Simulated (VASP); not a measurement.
A run of VASP 6.6.1 is set up as follows.

File INCAR:

```
SYSTEM = MgO
PREC     = Accurate       ! precision mode
ENCUT    = 520            ! plane-wave cutoff, eV
EDIFF    = 1E-6           ! SCF threshold, eV
ISMEAR   = 0              ! smearing method
SIGMA    = 0.05           ! smearing width, eV
LREAL    = .FALSE.        ! projectors in reciprocal space
LASPH    = .TRUE.         ! aspherical terms in the spheres
NELM     = 100            ! most SCF steps
ALGO     = Normal         ! electronic algorithm
ISIF     = 2              ! what is computed and relaxed
LWAVE    = .FALSE.        ! write WAVECAR
LCHARG   = .TRUE.         ! write CHGCAR
GGA      = PE             ! functional
LELF     = .TRUE.         ! ELF
LVHAR    = .TRUE.       
NBANDS   = 11             ! bands
```

KPOINTS

```
regular mesh
0
G
  10 10 10
  0 0 0
```

POSCAR

```
MgO
1.0
    0.0000000000      2.1351500000      2.1351500000
    1.8949456250      0.0000000000      2.1351500000
    1.8949456250      2.1351500000      0.0000000000
Mg O
1 1
Direct
    0.0000000000      0.0000000000      0.0000000000
    0.5000000000      0.5000000000      0.5000000000
```

Potentials or basis: VASP PAW PBE potentials, release 64 (Mg, O).

Run with:

```sh
$ cat potpaw_PBE.64/Mg/POTCAR potpaw_PBE.64/O/POTCAR > POTCAR
$ mpirun -np 1 vasp_std > vasp.out
```

Question: Estimate the pressure.

Answer: 25.9 GPa.

Question: What does it give for the band gap on the k mesh?

Answer: 5.31 eV, direct.

Stress tensor (GPa, compression positive):
```
57.85  0.00  0.00
 0.00  9.89  0.00
 0.00  0.00  9.89
```

Caveat: the cell differs from its parent crystal (strain -0.1125 x Voigt [1, 0, 0, 0, 0, 0]).
